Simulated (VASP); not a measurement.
Wanted: the native input for a VASP 6.6.1 run.

- Task: single point
- Functional: PBE
- Potentials or basis: VASP PAW PBE potentials, release 64 (Nb_sv, Si, O)
- Cutoff: 520 eV
- k mesh: 6 × 4 × 4
- Occupations: gaussian, width 0.2 eV
- Spin: no spin polarisation
- Dipole correction: no
- Further INCAR settings: ALGO = Normal; EDIFF = 1e-07; NBANDS = 65

The structure of Nb3Si2O lies in POSCAR:

```
Nb3Si2O
1.0
    3.4309650105      0.0000000000      0.0000000000
    0.0000000000      6.8727843942      0.0000000000
    0.0000000000      0.0000000000      7.5316133302
Nb Si O
6 4 2
Direct
    0.5000000000      0.2247002685      0.4494997414
    0.0000000000      0.4229531275      0.1522518514
    0.5000000000      0.7752997315      0.9494997414
    0.0000000000      0.1143570181      0.8179350748
    0.0000000000      0.5770468725      0.6522518514
    0.0000000000      0.8856429819      0.3179350748
    0.5000000000      0.3973320961      0.8821325120
    0.5000000000      0.1191412039      0.1105248836
    0.5000000000      0.8808587961      0.6105248836
    0.5000000000      0.6026679039      0.3821325120
    0.0000000000      0.2814198970      0.5888819484
    0.0000000000      0.7185801030      0.0888819484
```

These files were run (other wordings do the same):

INCAR

```
ALGO = Normal ; EDIFF = 1E-7
ENCUT = 520 ; GGA = PE
ISIF = 2 ; ISMEAR = 0
LASPH = True ; LCHARG = False
LREAL = False ; LWAVE = False
NBANDS = 65 ; NELM = 60
PREC = Accurate ; SIGMA = 0.2
```

KPOINTS

```
k-points
0
Gamma
  6 4 4
```

Potentials or basis: VASP PAW PBE potentials, release 64 (Nb_sv, Si, O).

Command:

```console
$ cat potpaw_PBE.64/Nb_sv/POTCAR potpaw_PBE.64/Si/POTCAR potpaw_PBE.64/O/POTCAR > POTCAR
$ mpirun -np 1 vasp_std > vasp.out
```

It gave:

* Pressure: -0.2 GPa
* Largest force: 0.054 eV/Å
* Band gap on the k mesh: zero (bands 53 and 54 overlap by 0.75 eV)

It took 14 min on 1 thread of Intel Xeon 8259CL, on a shared host, peak memory 0.46 GiB.
